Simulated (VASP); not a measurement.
PtS2: single point with PBE+D3(BJ)

System: PtS2, a slab with vacuum.

```
S Pt
1.0
     3.54153    0.00000    0.00000
    -1.77076    3.06705    0.00000
     0.00000    0.00000   22.46706
S Pt
4 2
Direct
  0.66667 0.33333 0.20029
  0.33333 0.66667 0.31083
  0.33333 0.00000 0.46395
  0.00000 0.33333 0.57449
  0.00000 0.00000 0.25556
  0.66667 0.66667 0.51922
```

This cell differs from its parent crystal: layers slid over each other.

| Property | Result |
| --- | --- |
| Program | VASP 6.6.1 |
| Task | single point |
| Functional | PBE |
| Dispersion | D3(BJ) |
| Potentials or basis | VASP PAW PBE potentials, release 64 (S, Pt) |
| Cutoff | 520 eV |
| k mesh | 9 × 9 × 1 |
| Occupations | gaussian, width 0.05 eV |
| Spin | no spin polarisation |
| Dipole correction | yes |
| Further INCAR settings | ALGO = Normal; EDIFF = 1e-07; NBANDS = 31 |

* Largest force: 0.068 eV/Å
* Band gap on the k mesh: 1.42 eV (least direct gap 1.53 eV)
* Dispersion energy per atom: -0.315 eV

Forces in eV/Å, atoms in the order of the input:
```
S    0.005 -0.015  0.039
S    0.011 -0.035 -0.015
S   -0.011  0.035  0.015
S   -0.005  0.015 -0.039
Pt   0.000  0.020  0.065
Pt   0.000 -0.020 -0.065
```

Levels at points of the mesh, in eV from the valence-band top:
```tsv
k point	band 19	band 20	band 21	band 22	band 23	band 24	band 25	band 26
(0.00, 0.00, 0.00)	-0.52	-0.52	-0.50	-0.46	2.95	2.95	2.99	2.99
```

It took 11 min on 1 thread of Intel(R) Xeon(R) Platinum 8259CL CPU @ 2.50GHz (Skylake/Cascade Lake), on a shared host, peak memory 0.51 GiB.

Caveat: the cell differs from its parent crystal (layers slid over each other); spin-orbit coupling is left out, which moves the levels of the heavy elements.
